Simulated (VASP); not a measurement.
# CoSi (P2_12_12_1) in VASP: a series of runs, part 2 of 2

VASP 6.6.1.

## Step 4: Single point, PBE (strain -0.030 along x and y, +0.000 along z)

The input, INCAR:

```
SYSTEM = CoSi
PREC = Accurate ; ENCUT = 520
EDIFF = 1E-6 ; ISMEAR = 0
SIGMA = 0.15 ; LREAL = .False.
LASPH = .True. ; NELM = 60
ALGO = Fast ; ISIF = 2
LWAVE = .False. ; LCHARG = .False.
GGA = PE ; NBANDS = 36
```

The input, KPOINTS:

```
regular mesh
0
Gamma
  10 10 10
  0 0 0
```

The input, POSCAR:

```
CoSi
1.0
    4.2979235955      0.0000000000      0.0000000000
    0.0000000000      4.2979235955      0.0000000000
    0.0000000000      0.0000000000      4.4308490675
Co Si
4 4
Direct
    0.1450189122      0.1450189122      0.1450189122
    0.3549810878      0.8549810878      0.6450189122
    0.6450189122      0.3549810878      0.8549810878
    0.8549810878      0.6450189122      0.3549810878
    0.8431597104      0.8431597104      0.8431597104
    0.6568402896      0.1568402896      0.3431597104
    0.3431597104      0.6568402896      0.1568402896
    0.1568402896      0.3431597104      0.6568402896
```

The run is started by

```console
> cat potpaw_PBE.64/Co/POTCAR potpaw_PBE.64/Si/POTCAR > POTCAR
> mpirun -np 1 vasp_std > vasp.out
```

It took 14 min on 1 thread of Oxide Virtual Turin-like, shared host; peak memory 0.51 GiB.

Results (log left out):

```yaml
Free_energy: -54.4766 eV
Pressure: 15.5 GPa
Largest_force: 0.155 eV/Å
Band_gap_on_the_k_mesh: zero (bands 26 and 27 overlap by 0.23 eV)
```

Forces in eV/Å, atoms in the order of the input:
```
Co   0.111  0.105  0.025
Co  -0.111 -0.105  0.025
Co   0.111 -0.105 -0.025
Co  -0.111  0.105 -0.025
Si   0.105  0.057  0.011
Si  -0.105 -0.057  0.011
Si   0.105 -0.057 -0.011
Si  -0.105  0.057 -0.011
```

Stress tensor (GPa, compression positive):
```
18.28  0.00  0.00
 0.00 18.43  0.00
 0.00  0.00  9.84
```

Levels at points of the mesh, in eV from the Fermi level:
| k point | band 22 | band 23 | band 24 | band 25 | band 26 | band 27 | band 28 | band 29 | band 30 | band 31 |
| --- | --- | --- | --- | --- | --- | --- | --- | --- | --- | --- |
| (0.00, 0.00, 0.00) | -0.95 | -0.92 | -0.87 | -0.06 | -0.05 | -0.02 | 2.71 | 2.74 | 2.75 | 2.97 |
| (0.50, 0.00, 0.00) | -1.21 | -0.77 | -0.77 | -0.57 | -0.57 | 1.11 | 1.11 | 1.54 | 1.54 | 4.38 |
| (0.00, 0.50, 0.00) | -1.18 | -0.77 | -0.77 | -0.57 | -0.57 | 0.95 | 0.95 | 1.70 | 1.70 | 4.44 |
| (0.50, 0.50, 0.00) | -1.62 | -1.21 | -1.21 | -0.09 | -0.09 | 0.54 | 0.54 | 2.12 | 2.12 | 2.45 |
| (0.00, 0.00, 0.50) | -1.15 | -0.70 | -0.70 | -0.55 | -0.55 | 1.07 | 1.07 | 1.72 | 1.72 | 4.50 |
| (0.50, 0.00, 0.50) | -1.62 | -1.10 | -1.10 | -0.08 | -0.08 | 0.67 | 0.67 | 2.23 | 2.23 | 2.78 |
| (0.00, 0.50, 0.50) | -1.72 | -1.09 | -1.09 | -0.07 | -0.07 | 0.64 | 0.64 | 2.26 | 2.26 | 2.83 |
| (0.50, 0.50, 0.50) | -1.37 | -1.37 | -1.37 | -0.27 | -0.27 | -0.27 | -0.27 | 5.65 | 5.65 | 5.65 |

Caveat: the cell differs from its parent crystal (strain -0.030 along x and y, +0.000 along z); the stress differs along the axes, from 10 to 18 GPa.

## Step 5: Single point, PBE (strain -0.015 along x and y, -0.030 along z)

The input, INCAR:

```
PREC = Accurate
ENCUT = 520
EDIFF = 1E-6
ISMEAR = 0
SIGMA = 0.15
LREAL = False
LASPH = True
NELM = 100
ALGO = Fast
ISIF = 2
LWAVE = False
LCHARG = True
GGA = PE
LELF = True
LVHAR = True
NBANDS = 36
```

The input, KPOINTS:

```
Automatic mesh
0
Gamma
  10 10 10
```

POSCAR: that of step 4 with these lines changed.

```diff
@@ -2,5 +2,5 @@
 1.0
-    4.2979235955      0.0000000000      0.0000000000
-    0.0000000000      4.2979235955      0.0000000000
-    0.0000000000      0.0000000000      4.4308490675
+    4.3643863315      0.0000000000      0.0000000000
+    0.0000000000      4.3643863315      0.0000000000
+    0.0000000000      0.0000000000      4.2979235955
 Co Si
```

The run is started by

```console
> cat potpaw_PBE.64/Co/POTCAR potpaw_PBE.64/Si/POTCAR > POTCAR
> mpirun -np 1 vasp_std > vasp.out
```

It took 12 min on 1 thread of Oxide Virtual Turin-like, shared host; peak memory 0.52 GiB.

The run converged. Its results:

```yaml
Free_energy: -54.5112 eV
Pressure: 15.3 GPa
Largest_force: 0.149 eV/Å
Band_gap_on_the_k_mesh: zero (bands 26 and 27 overlap by 0.24 eV)
```

Forces on the atoms (eV/Å):
```
Co   0.065  0.070  0.114
Co  -0.065 -0.070  0.114
Co   0.065 -0.070 -0.114
Co  -0.065  0.070 -0.114
Si   0.027  0.055  0.072
Si  -0.027 -0.055  0.072
Si   0.027 -0.055 -0.072
Si  -0.027  0.055 -0.072
```

Stress tensor (GPa, compression positive):
```
13.75  0.00  0.00
 0.00 13.79  0.00
 0.00  0.00 18.31
```

Levels at points of the mesh, in eV from the Fermi level:
```
           k point  band 24  band 25  band 26  band 27  band 28  band 29
(0.00, 0.00, 0.00)    -0.88    -0.05    -0.04    -0.04     2.72     2.73
(0.50, 0.00, 0.00)    -0.73    -0.56    -0.56     1.01     1.01     1.71
(0.00, 0.50, 0.00)    -0.73    -0.56    -0.56     1.08     1.08     1.63
(0.50, 0.50, 0.00)    -1.10    -0.07    -0.07     0.65     0.65     2.24
(0.00, 0.00, 0.50)    -0.77    -0.57    -0.57     1.03     1.03     1.62
(0.50, 0.00, 0.50)    -1.15    -0.08    -0.08     0.59     0.59     2.19
(0.00, 0.50, 0.50)    -1.15    -0.09    -0.09     0.60     0.60     2.17
(0.50, 0.50, 0.50)    -1.37    -0.27    -0.27    -0.27    -0.27     5.74
```

Caveat: the cell differs from its parent crystal (strain -0.015 along x and y, -0.030 along z); the cell stands under pressure. Spin polarisation is off, so any magnetic state and its effect on volume and gap are missing.

## Step 6: Overview

| cell | further INCAR settings | gap on the mesh (eV) | pressure (GPa) | largest force (eV/Å) |
| --- | --- | --- | --- | --- |
| a = 4.431, b = 4.431, c = 4.298 Å, 8 atoms | ALGO = Fast; EDIFF = 1e-06; NBANDS = 36 | none | 7.3 | 0.09 |
| a = 4.364, b = 4.364, c = 4.431 Å, 8 atoms | ALGO = Fast; EDIFF = 1e-07; NBANDS = 36 | none | 7.3 | 0.07 |
| a = 4.298, b = 4.298, c = 4.431 Å, 8 atoms | ALGO = Fast; EDIFF = 1e-06; NBANDS = 36 | none | 15.5 | 0.15 |
| a = 4.364, b = 4.364, c = 4.298 Å, 8 atoms | ALGO = Fast; EDIFF = 1e-06; NBANDS = 36 | none | 15.3 | 0.15 |

Alike in all rows: task single point; level PBE; potentials or basis VASP PAW PBE potentials, release 64 (Co, Si); no spin polarisation; k mesh 10 × 10 × 10; cutoff (eV) 520; smearing gaussian 0.15 eV.

Caveats: the cell stands under pressure (at least some runs); the stress differs along the axes, from 4 to 13 GPa (at least some runs); the stress differs along the axes, from 10 to 18 GPa (at least some runs).

Absolute energies hang on the potentials; compare differences alone.
